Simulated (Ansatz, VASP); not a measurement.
## LiHF2 in VASP and in Ansatz

File INCAR:

```
SYSTEM = LiHF2
PREC     = Accurate       ! precision mode
ENCUT    = 520            ! plane-wave cutoff, eV
EDIFF    = 1E-6           ! SCF threshold, eV
ISMEAR   = 0              ! smearing method
SIGMA    = 0.05           ! smearing width, eV
LREAL    = .FALSE.        ! projectors in reciprocal space
LASPH    = .TRUE.         ! aspherical terms in the spheres
NELM     = 100            ! most SCF steps
ALGO     = Normal         ! electronic algorithm
ISIF     = 2              ! what is computed and relaxed
LWAVE    = .FALSE.        ! write WAVECAR
LCHARG   = .FALSE.        ! write CHGCAR
GGA      = CA             ! functional
NBANDS   = 17             ! bands
```

KPOINTS

```
Automatic mesh
0
G
  9 9 9
  0 0 0
```

Contents of POSCAR:

```
LiHF2
1.0
    1.4211463380      0.8204992208      4.2646668686
   -1.4211463380      0.8204992208      4.2646668686
    0.0000000000     -1.6409984416      4.2646668686
Li H F
1 1 2
Direct
    0.0000000000      0.0000000000      0.0000000000
    0.5000000000      0.5000000000      0.5000000000
    0.4125119035      0.4125119035      0.4125119035
    0.5874880965      0.5874880965      0.5874880965
```

Input for Ansatz:

```yaml
crystal:
  lattice:
    - [1.421146338, 0.8204992208, 4.2646668686]
    - [-1.421146338, 0.8204992208, 4.2646668686]
    - [0.0, -1.6409984416, 4.2646668686]
  atoms:
    - { symbol: Li, position: [0.0, 0.0, 0.0] }
    - { symbol: H, position: [0.5, 0.5, 0.5] }
    - { symbol: F, position: [0.4125119035, 0.4125119035, 0.4125119035] }
    - { symbol: F, position: [0.5874880965, 0.5874880965, 0.5874880965] }
basis:
  ecutwfc: 420
kpoints:
  mp_grid: { grid: [9, 9, 9] }
hamiltonian:
  xc: lda
scf:
  occupations: { method: gaussian, width: 0.05 }
output:
  forces: true
  stress: true
  eigenvalues: true
```

Change from the starting cell: strain -0.015 along x and y, -0.015 along z, atoms carried along.

Alike in both runs: task single point; functional LDA; k mesh 9 × 9 × 9; occupations gaussian, width 0.05 eV; no spin polarisation.

|  | VASP | Ansatz |
| --- | --- | --- |
| version | VASP 6.6.1 | Ansatz 0.2.0 |
| potentials or method | VASP PAW LDA potentials, release 64 (Li_sv, H, F), cutoff 520 eV | scalar-relativistic, plane waves, PAW |
| valence electrons in the cell | 18 | 18 |

Ansatz gave:

- gap on the k mesh at the Fermi level (eV): 8.53
- least direct gap on the mesh (eV): 8.76
- rms of the force components (eV/Å): 0.134

Problem. Which values does VASP return?

Solution. gap on the k mesh at the Fermi level (eV): 8.49; least direct gap on the mesh (eV): 8.72; rms of the force components (eV/Å): 0.173.

LDA's correlation is that of Perdew and Zunger in VASP and of Perdew and Wang (1992) in Ansatz. Atom by atom the forces differ by 0.039 eV/Å (rms over components).

Noted on VASP's run: the cutoff is under 1.25 times that of the potentials, so the pressure is a little rough.
